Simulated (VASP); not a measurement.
The system is Hg.

```xyz
1
Lattice="0.0000 3.6507 3.6507 3.6507 0.0000 3.6507 3.6507 3.6507 0.0000" Properties=species:S:1:pos:R:3 pbc="T T T"
Hg    0.0000    0.0000    0.0000
```

Base run:

- Program: VASP 6.6.1
- Functional: RPBE
- Potentials or basis: VASP PAW PBE potentials, release 64 (Hg)
- Cutoff: 520 eV
- k mesh: 12 × 12 × 12
- Occupations: fermi-dirac, width 0.1 eV
- Spin: no spin polarisation

Its results: band gap on the k mesh 4.13 eV, indirect (least direct gap 4.37 eV); pressure 0.0 GPa.

Q: The run is repeated on the same cell with these changes: k mesh from 12 × 12 × 12 to 9 × 9 × 9; further incar settings from ALGO = Normal; EDIFF = 1e-06; NBANDS = 12 to ALGO = Normal; EDIFF = 1e-07; NBANDS = 12. What comes out?

A: Band gap on the k mesh 4.22 eV, indirect (least direct gap 4.44 eV); pressure 0.0 GPa.

Caveats: the PAW data sets were made with another functional, which shifts forces and pressure a little; spin-orbit coupling is left out, which moves the levels of the heavy elements.

A k mesh can miss the band edges.
